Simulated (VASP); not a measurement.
# PbS (Galena) (Fm-3m) in VASP: notebook, part 3 of 3

VASP 6.6.1.

## Step 6: Single point, r2SCAN

This run uses another cell than the first one, of 26.09 Å³/atom, 0.962 times its volume.

The input, POSCAR:

```
PbS
1.0
    0.0000000000      2.9657500000      2.9657500000
    2.9657500000      0.0000000000      2.9657500000
    2.9657500000      2.9657500000      0.0000000000
Pb S
1 1
Direct
    0.0000000000      0.0000000000      0.0000000000
    0.5000000000      0.5000000000      0.5000000000
```

The input, INCAR.step1:

```
SYSTEM = PbS
ALGO = Normal ; EDIFF = 1E-4
ENCUT = 520 ; GGA = PE
ISMEAR = -1 ; LASPH = .TRUE.
LCHARG = .FALSE. ; LREAL = .FALSE.
LWAVE = .TRUE. ; NBANDS = 17
NELM = 80 ; PREC = Accurate
SIGMA = 0.05
```

The input, INCAR.step2:

```
SYSTEM = PbS
ALGO = Normal ; EDIFF = 1E-7
ENCUT = 520 ; ISIF = 2
ISMEAR = -1 ; ISTART = 1
LASPH = .TRUE. ; LCHARG = .FALSE.
LMIXTAU = .TRUE. ; LREAL = .FALSE.
LWAVE = .FALSE. ; METAGGA = R2SCAN
NBANDS = 17 ; NELM = 80
PREC = Accurate ; SIGMA = 0.05
```

The input, KPOINTS:

```
k-points
0
G
  8 8 8
  0 0 0
```

Potentials or basis: VASP PAW PBE potentials, release 64 (Pb_d, S).

Launch:

```bash
$ cat potpaw_PBE.64/Pb_d/POTCAR potpaw_PBE.64/S/POTCAR > POTCAR
$ cp INCAR.step1 INCAR
$ mpirun -np 1 vasp_std > vasp.out
$ cp INCAR.step2 INCAR
$ mpirun -np 1 vasp_std > vasp.out
```

OUTCAR:

```text
SYSTEM = PbS
   EDIFF = 1E-7
   ENCUT = 520
   ISIF = 2
   ISMEAR = -1
   ISTART = 1
   LASPH = .TRUE.
   LREAL = .FALSE.
   METAGGA = R2SCAN
   NELM = 80
   PREC = Accurate

 ion  position               nearest neighbor table
   1  0.000  0.000  0.000-   2 2.97   2 2.97   2 2.97   2 2.97   2 2.97   2 2.97
   2  0.500  0.500  0.500-   1 2.97   1 2.97   1 2.97   1 2.97   1 2.97   1 2.97

  LATTYP: Found a face centered cubic cell.
 ALAT       =     5.9315000000

  Lattice vectors:

 A1 = (   0.0000000000,   2.9657500000,   2.9657500000)
 A2 = (   2.9657500000,   0.0000000000,   2.9657500000)
 A3 = (   2.9657500000,   2.9657500000,   0.0000000000)

Analysis of symmetry for initial positions (statically):
=====================================================================
 Subroutine PRICEL returns:
 Original cell was already a primitive cell.

 Routine SETGRP: Setting up the symmetry group for a
 face centered cubic supercell.

 Subroutine GETGRP returns: Found 48 space group operations
[... 9 lines left out ...]

 Routine SETGRP: Setting up the symmetry group for a
 face centered cubic supercell.

 Subroutine GETGRP returns: Found 48 space group operations
[... 11 lines left out ...]
                                     Primitive cell

  volume of cell :      52.1715

  direct lattice vectors                    reciprocal lattice vectors
     0.000000000  2.965750000  2.965750000    -0.168591419  0.168591419  0.168591419
     2.965750000  0.000000000  2.965750000     0.168591419 -0.168591419  0.168591419
     2.965750000  2.965750000  0.000000000     0.168591419  0.168591419 -0.168591419

  length of vectors
     4.194203873  4.194203873  4.194203873     0.292008903  0.292008903  0.292008903

  position of ions in fractional coordinates (direct lattice)
     0.000000000  0.000000000  0.000000000
     0.500000000  0.500000000  0.500000000

  ion indices of the primitive-cell ions
   primitive index   ion index
                 1           1
                 2           2

[... 88 lines left out ...]
   IALGO  =     38    algorithm
   IMIX   =      4    mixing-type and parameters
     AMIX     =   0.40;   BMIX     =  1.00
     AMIX_MAG =   1.60;   BMIX_MAG =  1.00
  volume/ion in A,a.u.               =      26.09       176.04
  Fermi-wavevector in a.u.,A,eV,Ry     =   1.189251  2.247359 19.242973  1.414319
  Thomas-Fermi vector in A             =   2.325363
   LORBIT       =      0    0 simple, 1 ext, 2 COOP (PROOUT), +10 PAW based schemes
   METAGGA = R2SCAN    functional components
   LHFCALC =     F    Hartree Fock is set to
   AEXX    =    0.0000 exact exchange contribution
   IVDW    =     0    specifies the selected vdW correction
   LEPSILON=     F    determine dielectric tensor
   LRPA    =     F    only Hartree local field effects (RPA)
 non-spin polarized calculation
  energy-cutoff  :      520.00
  volume of cell :       52.17
 maximum number of plane-waves:      1424
   NGX = 15   NGY = 15   NGZ = 15

 number of electron      19.9999998 magnetization

 Free energy of the ion-electron system (eV)
  ---------------------------------------------------
  ext. energy  EPLUGINS =         0.00000000
  ---------------------------------------------------
  free energy    TOTEN  =       -65.60729061 eV

  energy without entropy =      -65.60726800  energy(sigma->0) =      -65.60727931

 E-fermi :   6.0205     XC(G=0): -10.2553

 val. band max:        5.7100009864   @ k =   0.5000   0.0000   0.0000
 cond. band min:       6.3309591764   @ k =   0.5000   0.0000   0.0000
 fundamental gap:      0.6209581900
 Fermi energy:         6.0204832963

 k-point     1 :       0.0000    0.0000    0.0000
  band No.  band energies     occupation
      1     -11.7496      2.00000
      2     -11.7496      2.00000
      3     -11.7496      2.00000
      4     -11.7338      2.00000
      5     -11.7338      2.00000
      6      -8.5134      2.00000
[... 457 lines left out ...]
      4     -11.7209      2.00000
      5     -11.6997      2.00000
      6      -7.0215      2.00000
[... 9 lines left out ...]
     16      17.1371      0.00000
     17      17.5139      0.00000

 [... further k-points ...]

------------------------ aborting loop because EDIFF is reached ----------------------------------------

  FORCE on cell =-STRESS in cart. coord.  units (eV):
  Direction    XX          YY          ZZ          XY          YZ          ZX
  --------------------------------------------------------------------------------------
  -------------------------------------------------------------------------------------
  Total        0.4209408      0.4209408      0.4209408      0.0000000      0.0000000     -0.0000000
  in kB       12.9270079     12.9270079     12.9270079      0.0000000      0.0000000     -0.0000000
  external PRESSURE =      12.9270079 kB  Pullay stress =       0.0000000 kB

 VOLUME and BASIS-vectors are now :
 -----------------------------------------------------------------------------
  energy-cutoff  :      520.00
  volume of cell :       52.17
      direct lattice vectors                 reciprocal lattice vectors
     0.000000000  2.965750000  2.965750000    -0.168591419  0.168591419  0.168591419
     2.965750000  0.000000000  2.965750000     0.168591419 -0.168591419  0.168591419
     2.965750000  2.965750000  0.000000000     0.168591419  0.168591419 -0.168591419

 POSITION                                       TOTAL-FORCE (eV/Angst)
 -----------------------------------------------------------------------------------
      0.00000      0.00000      0.00000        -0.000000      0.000000      0.000000
      2.96575      2.96575      2.96575         0.000000     -0.000000     -0.000000
 -----------------------------------------------------------------------------------
    total drift:                                0.000000     -0.000000     -0.000000

  FREE ENERGIE OF THE ION-ELECTRON SYSTEM (eV)
  ---------------------------------------------------
  free  energy   TOTEN  =       -65.6072906111 eV

  energy  without entropy=      -65.6072680045  energy(sigma->0) =      -65.60727931
```

OSZICAR.step1:

```text
N       E                     dE             d eps       ncg     rms          rms(c)
DAV:   1     0.158309056294E+03    0.15831E+03   -0.97832E+03   986   0.124E+03
DAV:   2     0.308409016687E+01   -0.15522E+03   -0.15020E+03  1048   0.313E+02
DAV:   3    -0.893653612148E+01   -0.12021E+02   -0.11912E+02  1290   0.912E+01
DAV:   4    -0.922811911718E+01   -0.29158E+00   -0.29133E+00  1250   0.157E+01
DAV:   5    -0.923876234637E+01   -0.10643E-01   -0.10642E-01  1463   0.292E+00    0.463E+00
DAV:   6    -0.875193510330E+01    0.48683E+00   -0.13801E+00  1565   0.799E+00    0.326E+00
DAV:   7    -0.875271469067E+01   -0.77959E-03   -0.14733E-01  1165   0.191E+00    0.186E+00
DAV:   8    -0.875638843454E+01   -0.36737E-02   -0.16455E-02  1183   0.138E+00    0.244E-01
DAV:   9    -0.875590810807E+01    0.48033E-03   -0.35668E-03  1524   0.519E-01    0.832E-02
DAV:  10    -0.875607570924E+01   -0.16760E-03   -0.36841E-04  1120   0.112E-01    0.508E-02
DAV:  11    -0.875608527373E+01   -0.95645E-05   -0.55578E-05   957   0.814E-02
   1 F= -.87560853E+01 E0= -.87559923E+01  d E =-.186028E-03
```

Run time: 4.4 min. Hardware: 1 thread of AMD EPYC 7R13, shared host; peak memory 0.17 GiB.

Results:

```
Free energy            : -65.6073 eV
Pressure               : 1.3 GPa
Band gap on the k mesh : 0.62 eV, direct
```

Caveat: the PAW data sets were made with another functional, which shifts forces and pressure a little; spin-orbit coupling is left out, which moves the levels of the heavy elements. A k mesh can miss the band edges.

## Step 7: The runs side by side

```tsv
level	potentials or basis	cell	gap on the mesh (eV)	pressure (GPa)
LDA	VASP PAW LDA potentials, release 64 (Pb_d, S)	a = 4.249 Å, angles 60.0°, 2 atoms	0.34	-4.5
PBEsol+D4	VASP PAW PBE potentials, release 64 (Pb_d, S)	a = 4.276 Å, angles 60.0°, 2 atoms	0.45	-3.8
SVWN5	VASP PAW PBE potentials, release 64 (Pb_d, S)	a = 4.276 Å, angles 60.0°, 2 atoms	0.43	-5.4
LDA	VASP PAW LDA potentials, release 64 (Pb_d, S)	a = 4.276 Å, angles 60.0°, 2 atoms	0.40	-5.3
r2SCAN	VASP PAW PBE potentials, release 64 (Pb_d, S)	a = 4.194 Å, angles 60.0°, 2 atoms	0.62	1.3
```

Alike in all rows: task single point; no spin polarisation; k mesh 8 × 8 × 8; cutoff (eV) 520; smearing fermi-dirac 0.05 eV.

Caveats: spin-orbit coupling is left out, which moves the levels of the heavy elements; the PAW data sets were made with another functional, which shifts forces and pressure a little (some runs).

Absolute energies hang on the potentials; compare differences alone.
